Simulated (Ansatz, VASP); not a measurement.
BaTiO3: VASP beside Ansatz

File INCAR:

```
ALGO = Normal
EDIFF = 1E-7
ENCUT = 520
GGA = PE
ISIF = 2
ISMEAR = 0
LASPH = T
LCHARG = F
LDAU = T
LDAUJ = 0 0 0
LDAUL = -1 2 -1
LDAUPRINT = 1
LDAUTYPE = 2
LDAUU = 0 4 0
LMAXMIX = 4
LREAL = F
LWAVE = F
NBANDS = 28
NELM = 150
PREC = Accurate
SIGMA = 0.05
```

KPOINTS

```
k-points
0
Gamma
  6 6 6
```

Contents of POSCAR:

```
BaTiO3
1.0
    2.8174665038      1.6266650444      2.4164351857
   -2.8174665038      1.6266650444      2.4164351857
    0.0000000000     -3.2533300889      2.4164351856
Ba Ti O
1 1 3
Direct
    0.0026800181      0.0026800181      0.0026800181
    0.5127992509      0.5127992509      0.5127992509
    0.4903227049      0.4903227049      0.9825753212
    0.4903227049      0.9825753212      0.4903227049
    0.9825753212      0.4903227049      0.4903227049
```

Input for Ansatz:

```yaml
crystal:
  lattice:
    - [2.8174665038, 1.6266650444, 2.4164351857]
    - [-2.8174665038, 1.6266650444, 2.4164351857]
    - [0.0, -3.2533300889, 2.4164351856]
  atoms:
    - { symbol: Ba, position: [0.0026800181, 0.0026800181, 0.0026800181] }
    - { symbol: Ti, position: [0.5127992509, 0.5127992509, 0.5127992509] }
    - { symbol: O, position: [0.4903227049, 0.4903227049, 0.9825753212] }
    - { symbol: O, position: [0.4903227049, 0.9825753212, 0.4903227049] }
    - { symbol: O, position: [0.9825753212, 0.4903227049, 0.4903227049] }
basis:
  ecutwfc: 420
kpoints:
  mp_grid: { grid: [6, 6, 6] }
hamiltonian:
  xc: pbe
  hubbard: { sites: [{ species: Ti, l: d, u_eff: 4.0 }] }
scf:
  occupations: { method: gaussian, width: 0.05 }
output:
  forces: true
  stress: true
  eigenvalues: true
```

Change from the starting cell: strain -0.015 along x and y, +0.030 along z, atoms carried along.

Alike in both runs: task single point; functional PBE; k mesh 6 × 6 × 6; occupations gaussian, width 0.05 eV; no spin polarisation; Hubbard terms Ti d U = 4.0 eV.

|  | VASP | Ansatz |
| --- | --- | --- |
| version | VASP 6.6.1 | Ansatz 0.2.0 |
| potentials or method | VASP PAW PBE potentials, release 64 (Ba_sv, Ti_sv, O), cutoff 520 eV | scalar-relativistic, plane waves, PAW |
| valence electrons in the cell | 40 | 40 |

Ansatz gave:

* gap on the k mesh at the Fermi level (eV): 2.61
* least direct gap on the mesh (eV): 2.92
* pressure (GPa): 0.5
* traceless stress, the component that is largest in VASP (GPa): -6.44
* rms of the force components (eV/Å): 0.054

Problem. Which values does VASP return?

Solution. gap on the k mesh at the Fermi level (eV): 2.58; least direct gap on the mesh (eV): 2.90; pressure (GPa): 4.0; traceless stress, the component that is largest in VASP (GPa): -6.91; rms of the force components (eV/Å): 0.225.

The programs project onto different local orbitals, so the same U acts differently, and such runs can settle in different states. Atom by atom the forces differ by 0.237 eV/Å (rms over components).

Spin-orbit coupling is off throughout.
